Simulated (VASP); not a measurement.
# SiC (P6_3mc) in VASP: further runs

The runs below take SiC through single point, with r2SCANh, BLYP, revPBE.

Program: VASP 6.6.1. These are calculated values, not measurements. Logs are shortened: lines on timing, memory, paths and dates and some standing lists are left out, and cuts for length are marked.

### Step 1. The cell of the first run

The structure is hexagonal, space group P6_3mc (No. 186). Conventional cell: a = 3.076 Å, b = 3.076 Å, c = 5.048 Å, α = 90.00°, β = 90.00°, γ = 120.00°. Within 2.5 Å of Si (site symmetry 3m) lie 4 C at 1.87 to 1.94 Å. C (site symmetry 3m) has 4 Si at 1.87 to 1.94 Å within 2.5 Å.

### Step 2. Single point, r2SCANh

File POSCAR:

```
SiC
1.0
    3.0760000000      0.0000000000      0.0000000000
   -1.5380000000      2.6638941420      0.0000000000
    0.0000000000      0.0000000000      5.0480000000
Si C
2 2
Direct
    0.6666666667      0.3333333333      0.5000000000
    0.3333333333      0.6666666667      0.0000000000
    0.6666666667      0.3333333333      0.8850000000
    0.3333333333      0.6666666667      0.3850000000
```

File INCAR.step1:

```
SYSTEM = SiC
PREC = Accurate
ENCUT = 520
EDIFF = 1E-5
ISMEAR = -1
SIGMA = 0.05
LREAL = .FALSE.
LASPH = .TRUE.
NELM = 60
ALGO = Normal
ISIF = 2
LWAVE = .TRUE.
LCHARG = .FALSE.
GGA = PE
NBANDS = 16
```

File INCAR.step2:

```
SYSTEM = SiC
PREC = Accurate
ENCUT = 520
EDIFF = 1E-7
ISMEAR = -1
SIGMA = 0.05
LREAL = .FALSE.
LASPH = .TRUE.
NELM = 60
ALGO = Normal
ISIF = 2
LWAVE = .FALSE.
LCHARG = .FALSE.
METAGGA = R2SCAN
LHFCALC = .TRUE.
AEXX = 0.1
LMIXTAU = .TRUE.
PRECFOCK = Normal
ISTART = 1
NBANDS = 16
```

File KPOINTS:

```
regular mesh
0
G
  5 5 3
  0 0 0
```

Potentials or basis: VASP PAW PBE potentials, release 64 (Si, C).

Run with:

```
$ cat potpaw_PBE.64/Si/POTCAR potpaw_PBE.64/C/POTCAR > POTCAR
$ cp INCAR.step1 INCAR
$ mpirun -np 1 vasp_std > vasp.out
$ cp INCAR.step2 INCAR
$ mpirun -np 1 vasp_std > vasp.out
```

OUTCAR:

```text
SYSTEM = SiC
   PREC = Accurate
   ENCUT = 520
   EDIFF = 1E-7
   ISMEAR = -1
   LREAL = .FALSE.
   LASPH = .TRUE.
   NELM = 60
   ISIF = 2
   METAGGA = R2SCAN
   LHFCALC = .TRUE.
   AEXX = 0.1
   PRECFOCK = Normal
   ISTART = 1

 ion  position               nearest neighbor table
   1  0.667  0.333  0.500-   4 1.87   4 1.87   4 1.87   3 1.94   2 3.09   2 3.09   2 3.09   2 3.09
                             2 3.09   2 3.09
   2  0.333  0.667  0.000-   3 1.87   3 1.87   3 1.87   4 1.94   1 3.09   1 3.09   1 3.09   1 3.09
                             1 3.09   1 3.09
   3  0.667  0.333  0.885-   2 1.87   2 1.87   2 1.87   1 1.94
   4  0.333  0.667  0.385-   1 1.87   1 1.87   1 1.87   2 1.94

  LATTYP: Found a hexagonal cell.
 ALAT       =     3.0760000000
 C/A-ratio  =     1.6410923277

  Lattice vectors:

 A1 = (   3.0760000000,   0.0000000000,   0.0000000000)
 A2 = (  -1.5380000000,   2.6638941420,   0.0000000000)
 A3 = (   0.0000000000,   0.0000000000,   5.0480000000)

Analysis of symmetry for initial positions (statically):
=====================================================================
 Subroutine PRICEL returns:
 Original cell was already a primitive cell.

 Routine SETGRP: Setting up the symmetry group for a
 hexagonal supercell.

 Subroutine GETGRP returns: Found 12 space group operations
 (whereof  6 operations were pure point group operations)
 out of a pool of 24 trial point group operations.

The static configuration has the point symmetry C_3v.
 The point group associated with its full space group is C_6v.

Analysis of symmetry for dynamics (positions and initial velocities):
=====================================================================
 Subroutine PRICEL returns:
 Original cell was already a primitive cell.

 Routine SETGRP: Setting up the symmetry group for a
 hexagonal supercell.

 Subroutine GETGRP returns: Found 12 space group operations
 (whereof  6 operations were pure point group operations)
 out of a pool of 24 trial point group operations.

The dynamic configuration has the point symmetry C_3v.
 The point group associated with its full space group is C_6v.

 Subroutine INISYM returns: Found 12 space group operations
 (whereof  6 operations are pure point group operations),
 and found     1 'primitive' translations

----------------------------------------------------------------------------------------

                                     Primitive cell

  volume of cell :      41.3640

  direct lattice vectors                    reciprocal lattice vectors
     3.076000000  0.000000000  0.000000000     0.325097529  0.187695146  0.000000000
    -1.538000000  2.663894142  0.000000000     0.000000000  0.375390292  0.000000000
     0.000000000  0.000000000  5.048000000     0.000000000  0.000000000  0.198098257

  length of vectors
     3.076000000  3.076000000  5.048000000     0.375390292  0.375390292  0.198098257

  position of ions in fractional coordinates (direct lattice)
     0.666666667  0.333333333  0.500000000
     0.333333333  0.666666667  0.000000000
     0.666666667  0.333333333  0.885000000
     0.333333333  0.666666667  0.385000000

  ion indices of the primitive-cell ions
   primitive index   ion index
                 1           1
                 2           2
                 3           3
                 4           4

----------------------------------------------------------------------------------------

 KPOINTS: regular mesh

Automatic generation of k-mesh.
 Grid dimensions read from file:
 generate k-points for:    5    5    3

 Generating k-lattice:

  Cartesian coordinates                     Fractional coordinates (reciprocal lattice)
     0.065019506  0.037539029  0.000000000     0.200000000  0.000000000  0.000000000
     0.000000000  0.075078058  0.000000000     0.000000000  0.200000000  0.000000000
     0.000000000  0.000000000  0.066032752     0.000000000  0.000000000  0.333333333

  Length of vectors
     0.075078058  0.075078058  0.066032752

  Shift w.r.t. Gamma in fractional coordinates (k-lattice)
     0.000000000  0.000000000  0.000000000

 Subroutine IBZKPT returns following result:
 ===========================================

 Found     10 irreducible k-points:

 Following reciprocal coordinates:
            Coordinates               Weight
  0.000000  0.000000  0.000000      1.000000
  0.200000 -0.000000  0.000000      6.000000
  0.400000 -0.000000  0.000000      6.000000
  0.200000  0.200000  0.000000      6.000000
  0.400000  0.200000  0.000000      6.000000
  0.000000  0.000000  0.333333      2.000000
  0.200000 -0.000000  0.333333     12.000000
  0.400000 -0.000000  0.333333     12.000000
  0.200000  0.200000  0.333333     12.000000
  0.400000  0.200000  0.333333     12.000000
   k-points           NKPTS =     10   k-points in BZ     NKDIM =     75   number of bands    NBANDS=     16
   number of dos      NEDOS =    301   number of ions     NIONS =      4
   total plane-waves  NPLWV =  23040
   dimension x,y,z NGX =    24 NGY =   24 NGZ =   40
   dimension x,y,z NGXF=    48 NGYF=   48 NGZF=   80
   ions per type =               2   2
   NGX,Y,Z   is equivalent  to a cutoff of  12.97, 12.97, 13.17 a.u.
   NGXF,Y,Z  is equivalent  to a cutoff of  25.94, 25.94, 26.35 a.u.
 SYSTEM =  SiC
   PREC   = accura    normal or accurate (medium, high low for compatibility)
   ISTART =      1    job   : 0-new  1-cont  2-samecut
   ICHARG =      0    charge: 1-file 2-atom 10-const
   ISPIN  =      1    spin polarized calculation?
   LNONCOLLINEAR =      F non collinear calculations
   LSORBIT =      F    spin-orbit coupling
   LASPH  =      T    aspherical Exc in radial PAW
   ENCUT  =  520.0 eV  38.22 Ry    6.18 a.u.   5.72  5.72  9.39*2*pi/ulx,y,z
   NELM   =     60;   NELMIN=  2; NELMDL=  0     # of ELM steps
   EDIFF  = 0.1E-06   stopping-criterion for ELM
   LREAL  =      F    real-space projection
   EDIFFG = 0.1E-05   stopping-criterion for IOM
   NSW    =      0    number of steps for IOM
   IBRION =     -1    ionic relax: 0-MD 1-quasi-New 2-CG
   NFREE  =      0    steps in history (QN), initial steepest desc. (CG)
   ISIF   =      2    stress and relaxation
   ISYM   =      3    0-nonsym 1-usesym 2-fastsym
   POTIM  = 0.5000    time-step for ionic-motion
   TEBEG  =    0.0;   TEEND  =   0.0 temperature during run
   PSTRESS=    0.0 pullay stress
   NELECT =      16.0000    total number of electrons
   NUPDOWN=      -1.0000    fix difference up-down
   EMIN   =  10.00;   EMAX   =-10.00  energy-range for DOS
   EFERMI =   0.00;   METHOD = LEGACY
   ISMEAR =    -1;   SIGMA  =   0.05  broadening in eV -4-tet -1-fermi 0-gaus
   EFERMI_NEDOS =   21; number of points for ismear=-14 and -15
   IALGO  =     38    algorithm
   IMIX   =      1    mixing-type and parameters
     AMIX     =   0.40;   BMIX     =  1.00
     AMIX_MAG =   1.60;   BMIX_MAG =  1.00
  volume/ion in A,a.u.               =      10.34        69.78
  Fermi-wavevector in a.u.,A,eV,Ry     =   1.192817  2.254098 19.358549  1.422813
  Thomas-Fermi vector in A             =   2.328847
   LORBIT       =      0    0 simple, 1 ext, 2 COOP (PROOUT), +10 PAW based schemes
   METAGGA = R2SCAN    functional components
   LHFCALC =     T    Hartree Fock is set to
   PRECFOCK=normal    Normal, Fast or Accurate (Low or Medium for compatibility)
   ENCUT4O =  -1.0   cutoff for four orbital integrals eV
   NKREDX  =     1    reduce k-point grid by
   NKREDY  =     1    reduce k-point grid by
   NKREDZ  =     1    reduce k-point grid by
   AEXX    =    0.1000 exact exchange contribution
   HFSCREEN=    0.0000 screening length (either q_TF or 0.3 A-1)
   HFSCREENC=   0.0000 screening length for correlation (either q_TF or 0.3 A-1)
   ENCUTFOCK=  -1.0 apply spherical cutoff to Coloumb kernel
   IVDW    =     0    specifies the selected vdW correction
   LEPSILON=     F    determine dielectric tensor
   LRPA    =     F    only Hartree local field effects (RPA)
 non-spin polarized calculation
  energy-cutoff  :      520.00
  volume of cell :       41.36
 maximum number of plane-waves:      1118
 NGX is ok and might be reduce to    24
  NGX = 18; NGY = 18; NGZ = 30

 number of electron      16.0000000 magnetization

 Free energy of the ion-electron system (eV)
  ---------------------------------------------------
  ext. energy  EPLUGINS =         0.00000000
  ---------------------------------------------------
  free energy    TOTEN  =       -40.40509088 eV

  energy without entropy =      -40.40509088  energy(sigma->0) =      -40.40509088

 E-fermi :   8.9986     XC(G=0): -10.8621

 val. band max:        7.9628053180   @ k =   0.0000   0.0000   0.0000
 cond. band min:      11.8212805188   @ k =   0.4000  -0.0000   0.0000
 fundamental gap:      3.8584752008
 Fermi energy:         8.9985717280

 k-point     1 :       0.0000    0.0000    0.0000
  band No.  band energies     occupation
      1      -9.1161      2.00000
      2      -5.4443      2.00000
      3      -1.3585      2.00000
      4       6.2455      2.00000
      5       6.2455      2.00000
      6       7.6448      2.00000
[... 8 lines left out ...]
     15      18.0123      0.00000
     16      20.9472      0.00000

 k-point     2 :       0.2000   -0.0000    0.0000
  band No.  band energies     occupation
      1      -8.3838      2.00000
      2      -4.8385      2.00000
      3      -0.6886      2.00000
      4       3.2655      2.00000
      5       5.2920      2.00000
      6       5.3781      2.00000
[... 8 lines left out ...]
     15      18.8777      0.00000
     16      19.3919      0.00000

 k-point     3 :       0.4000   -0.0000    0.0000
  band No.  band energies     occupation
      1      -6.3925      2.00000
      2      -3.8124      2.00000
      3      -0.5423      2.00000
      4       1.4480      2.00000
      5       1.8893      2.00000
      6       4.2506      2.00000
[... 8 lines left out ...]
     15      20.4558      0.00000
     16      21.5973      0.00000
[... 96 lines left out ...]
 k-point     9 :       0.2000    0.2000    0.3333
  band No.  band energies     occupation
      1      -6.4651      2.00000
      2      -5.0447      2.00000
      3       0.5868      2.00000
      4       1.8527      2.00000
      5       3.4677      2.00000
      6       3.5758      2.00000
[... 8 lines left out ...]
     15      18.8173      0.00000
     16      20.7100      0.00000

 k-point    10 :       0.4000    0.2000    0.3333
  band No.  band energies     occupation
      1      -4.7482      2.00000
      2      -4.0962      2.00000
      3      -0.8351      2.00000
      4      -0.1408      2.00000
      5       2.1350      2.00000
      6       3.4411      2.00000
[... 8 lines left out ...]
     15      21.5750      0.00000
     16      22.2783      0.00000

------------------------ aborting loop because EDIFF is reached ----------------------------------------

  FORCE on cell =-STRESS in cart. coord.  units (eV):
  Direction    XX          YY          ZZ          XY          YZ          ZX
  --------------------------------------------------------------------------------------
  -------------------------------------------------------------------------------------
  Total        0.0102760      0.0102760     -1.1055990      0.0000000      0.0000000      0.0000000
  in kB        0.3980268      0.3980268    -42.8238387      0.0000000      0.0000000      0.0000000
  external PRESSURE =     -14.0092617 kB  Pullay stress =       0.0000000 kB

 VOLUME and BASIS-vectors are now :
 -----------------------------------------------------------------------------
  energy-cutoff  :      520.00
  volume of cell :       41.36
      direct lattice vectors                 reciprocal lattice vectors
     3.076000000  0.000000000  0.000000000     0.325097529  0.187695146  0.000000000
    -1.538000000  2.663894142  0.000000000     0.000000000  0.375390292  0.000000000
     0.000000000  0.000000000  5.048000000     0.000000000  0.000000000  0.198098257

 POSITION                                       TOTAL-FORCE (eV/Angst)
 -----------------------------------------------------------------------------------
      1.53800      0.88796      2.52400        -0.000000     -0.000000      0.762557
     -0.00000      1.77593      0.00000         0.000000      0.000000      0.762557
      1.53800      0.88796      4.46748        -0.000000     -0.000000     -0.762557
     -0.00000      1.77593      1.94348        -0.000000     -0.000000     -0.762557
 -----------------------------------------------------------------------------------
    total drift:                                0.000000      0.000000      0.000081

  FREE ENERGIE OF THE ION-ELECTRON SYSTEM (eV)
  ---------------------------------------------------
  free  energy   TOTEN  =       -40.4050908819 eV

  energy  without entropy=      -40.4050908819  energy(sigma->0) =      -40.40509088
```

It took 5.1 min on 1 thread of AMD EPYC 9R45 (Zen 5), shared host; peak memory 0.13 GiB.

Results:

```yaml
Free_energy: -40.4051 eV
Pressure: -1.4 GPa
Largest_force: 0.763 eV/Å
Band_gap_on_the_k_mesh: 3.86 eV (least direct gap 5.38 eV)
```

Forces on the atoms (eV/Å):
```
Si   0.000  0.000  0.763
Si   0.000  0.000  0.763
C    0.000  0.000 -0.763
C    0.000  0.000 -0.763
```

Levels at points of the mesh, in eV from the valence-band top:
| k point | band 6 | band 7 | band 8 | band 9 | band 10 | band 11 |
| --- | --- | --- | --- | --- | --- | --- |
| (0.00, 0.00, 0.00) | -0.32 | -0.32 | 0.00 | 5.85 | 7.26 | 7.70 |

Caveat: the k points lie up to 0.47 Å⁻¹ apart; the PAW data sets were made with another functional, which shifts forces and pressure a little. A k mesh can miss the band edges.

(Continued in part 2 of 2.)
